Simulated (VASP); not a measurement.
Write the native input for VASP 6.6.1 that does the following.

- Task: single point
- Functional: BLYP
- Potentials or basis: VASP PAW PBE potentials, release 64 (Y_sv)
- Cutoff: 520 eV
- k mesh: 16 × 16 × 9
- Occupations: fermi-dirac, width 0.1 eV
- Spin: no spin polarisation
- Dipole correction: no
- Further INCAR settings: ALGO = Normal; EDIFF = 1e-06; NBANDS = 18

The structure of Y lies in POSCAR:

```
Y
1.0
    3.5842920941      0.0000000000      0.0000000000
   -1.7921460470      3.1040880081      0.0000000000
    0.0000000000      0.0000000000      5.5906190968
Y
2
Direct
    0.3333333333      0.6666666667      0.2500000000
    0.6666666667      0.3333333333      0.7500000000
```

One way to write it, as run:

INCAR

```
SYSTEM = Y
PREC     = Accurate       ! precision mode
ENCUT    = 520            ! plane-wave cutoff, eV
EDIFF    = 1E-6           ! SCF threshold, eV
ISMEAR   = -1             ! smearing method
SIGMA    = 0.1            ! smearing width, eV
LREAL    = .FALSE.        ! projectors in reciprocal space
LASPH    = .TRUE.         ! aspherical terms in the spheres
NELM     = 60             ! most SCF steps
ALGO     = Normal         ! electronic algorithm
ISIF     = 2              ! what is computed and relaxed
LWAVE    = .FALSE.        ! write WAVECAR
LCHARG   = .FALSE.        ! write CHGCAR
GGA      = B5             ! functional
ALDAX    = 1.0          
AGGAX    = 1.0          
AGGAC    = 1.0          
ALDAC    = 0.0          
NBANDS   = 18             ! bands
```

KPOINTS

```
regular mesh
0
G
  16 16 9
  0 0 0
```

Potentials or basis: VASP PAW PBE potentials, release 64 (Y_sv).

The run is started by

```sh
$ cat potpaw_PBE.64/Y_sv/POTCAR > POTCAR
$ mpirun -np 1 vasp_std > vasp.out
```

Results of the run:

The pressure is 3.6 GPa. The band gap on the k mesh is zero (bands 11 and 12 overlap by 1.65 eV).

Caveat: the cell stands under pressure; the PAW data sets were made with another functional, which shifts forces and pressure a little.

Wall time 82 s on 1 thread of AMD EPYC 9R45 96-Core Processor (Zen 5), on a shared host, peak memory 0.26 GiB.
